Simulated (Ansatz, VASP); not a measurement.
## One calculation of MgH2, two programs

```xyz
6
Lattice="2.3127 -2.3065 0.0000 2.3127 2.3065 0.0000 0.0000 0.0000 6.1948" Properties=species:S:1:pos:R:3 pbc="T T T"
Mg    0.2483    0.0000    0.0000
Mg    4.3771    0.0000    3.0974
H     1.0627   -1.0294    4.0062
H     3.5627    1.0294    0.9088
H     3.5627   -1.0294    5.2860
H     1.0627    1.0294    2.1886
```

Alike in both runs: functional PBE; k mesh 6 × 6 × 4; occupations gaussian, width 0.1 eV; no spin polarisation.

Ansatz relaxed the structure, and its values are those at the end. VASP's run is a single point on that final structure, the one shown.

|  | VASP | Ansatz |
| --- | --- | --- |
| version | VASP 6.6.1 | Ansatz 0.2.0 |
| potentials or method | VASP PAW PBE potentials, release 64 (Mg, H), cutoff 520 eV | scalar-relativistic, plane waves, PAW |
| valence electrons in the cell | 8 | 24 |

```tsv
	VASP	Ansatz	Ansatz less VASP
gap on the k mesh at the Fermi level (eV)	1.78	1.79	+0.015
least direct gap on the mesh (eV)	3.25	3.26	+0.010
pressure (GPa)	-0.2	0.0	+0.21
rms of the force components (eV/Å)	0.011	0.011	0.0000
```

VASP's potentials hold 8 valence electrons a cell and Ansatz's 24, so a difference there can come from the potentials and not from the codes.
